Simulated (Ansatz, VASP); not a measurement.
**CuWN2: VASP beside Ansatz**

The input INCAR:

```
SYSTEM = CuWN2
PREC = Accurate ; ENCUT = 600
EDIFF = 1E-7 ; ISMEAR = 0
SIGMA = 0.1 ; LREAL = .FALSE.
LASPH = .TRUE. ; NELM = 80
ALGO = Normal ; ISIF = 3
LWAVE = .FALSE. ; LCHARG = .FALSE.
GGA = PE ; IBRION = 2
NSW = 100 ; EDIFFG = -0.01
```

Contents of KPOINTS:

```
Automatic mesh
0
G
  12 12 14
  0 0 0
```

POSCAR

```
CuWN2
1.0
    4.2034085234      0.0000000000      0.0000000000
   -2.1017042617      3.6402585638      0.0000000000
    0.0000000000      0.0000000000      3.3172129077
Cu W N
1 1 2
Direct
    0.3333333333      0.6666666667      0.0000000000
    0.0000000000      0.0000000000      0.0000000000
    0.3333333333      0.6666666667      0.5000000000
    0.6666666667      0.3333333333      0.5000000000
```

Input for Ansatz:

```yaml
crystal:
  lattice:
    - [4.2034085234, 0.0, 0.0]
    - [-2.1017042617, 3.6402585638, 0.0]
    - [0.0, 0.0, 3.3172129077]
  atoms:
    - { symbol: Cu, position: [0.3333333333, 0.6666666667, 0.0] }
    - { symbol: W, position: [0.0, 0.0, 0.0] }
    - { symbol: "N", position: [0.3333333333, 0.6666666667, 0.5] }
    - { symbol: "N", position: [0.6666666667, 0.3333333333, 0.5] }
basis:
  ecutwfc: 420
kpoints:
  mp_grid: { grid: [12, 12, 14] }
hamiltonian:
  xc: pbe
scf:
  occupations: { method: gaussian, width: 0.1 }
output:
  forces: true
  stress: true
  eigenvalues: true
  write_density: true
  write_potential: true
  elf: true
  volumetric_format: npy
relax:
  adjacent_minimum: "off"
  f_tol: 0.01
  max_steps: 80
  cell: { stress_tol: 0.05 }
```

Alike in both runs: task relaxation of cell and atoms; functional PBE; k mesh 12 × 12 × 14; occupations gaussian, width 0.1 eV; no spin polarisation.

```csv
,VASP,Ansatz
version,VASP 6.6.1,Ansatz 0.2.0
potentials or method,"VASP PAW PBE potentials, release 64 (Cu, W_sv, N), cutoff 600 eV","scalar-relativistic, plane waves, PAW"
valence electrons in the cell,35,43
```

Ansatz gave:

- gap on the k mesh at the Fermi level, each at its own relaxed structure (eV): none
- relaxed volume (Å³/atom): 12.69
- relaxed length of the cell vector where the two differ most in proportion (Å): 3.316

Which values does VASP return?

gap on the k mesh at the Fermi level, each at its own relaxed structure (eV): none; relaxed volume (Å³/atom): 12.68; relaxed length of the cell vector where the two differ most in proportion (Å): 3.315.

A gap of «none» marks a metal or a gap that the smearing closes. VASP's potentials hold 35 valence electrons a cell and Ansatz's 43, so a difference there can come from the potentials and not from the codes.

Neither program's run includes spin-orbit coupling.
